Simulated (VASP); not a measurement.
## KMgF3: single point with PBE

The system is KMgF3.

```xyz
10
Lattice="4.0311 0.0024 -4.0333 0.0001 4.0397 -0.0023 4.0371 -0.0023 4.0393" Properties=species:S:1:pos:R:3 pbc="T T T"
K     2.0452    2.0021    2.0039
K     2.0078    2.0263   -1.9830
Mg    4.0417    4.0096    4.0162
Mg    4.0052    4.0373    0.0383
F     1.9913    0.0274   -0.0237
F     6.0933    0.0045   -0.0144
F     4.0543    2.1009   -3.9847
F     4.0301    2.0411   -0.0256
F     4.0410    4.0150    2.0358
F     3.9981    4.0248   -1.9926
```

```json
{
 "Program": "VASP 6.6.1",
 "Task": "single point",
 "Functional": "PBE",
 "Potentials or basis": "VASP PAW PBE potentials, release 64 (K_sv, Mg, F)",
 "Cutoff": "520 eV",
 "k mesh": "3 × 5 × 3, shifted",
 "Occupations": "gaussian, width 0.0108 eV",
 "Spin": "no spin polarisation"
}
```

```yaml
Pressure: 0.9 GPa
Largest_force: 0.986 eV/Å
Band_gap_on_the_k_mesh: 7.11 eV
```

Forces on the atoms (eV/Å):
```
K   -0.202  0.034  0.124
K    0.138 -0.010 -0.137
Mg  -0.103  0.665  0.547
Mg   0.346  0.121 -0.486
F    0.217  0.026  0.176
F   -0.467  0.089  0.043
F    0.002 -0.972 -0.166
F   -0.019 -0.223  0.245
F   -0.028  0.137 -0.283
F    0.117  0.133 -0.064
```

Stress tensor (GPa, compression positive):
```
 0.76 -0.03 -0.05
-0.03  1.17  0.01
-0.05  0.01  0.67
```

Levels at points of the mesh, in eV from the valence-band top:
| k point | band 28 | band 29 | band 30 | band 31 | band 32 | band 33 | band 34 | band 35 | band 36 | band 37 |
| --- | --- | --- | --- | --- | --- | --- | --- | --- | --- | --- |
| (0.00, 0.50, 0.00) | -0.62 | -0.53 | -0.06 | -0.02 | 0.00 | 9.75 | 9.93 | 10.20 | 10.21 | 10.27 |

Wall time 98 s on 1 thread of Intel Xeon 8259CL (shared host), peak memory 0.25 GiB.

Caveat: a shifted mesh leaves out Γ, where band edges can lie. A k mesh can miss the band edges.
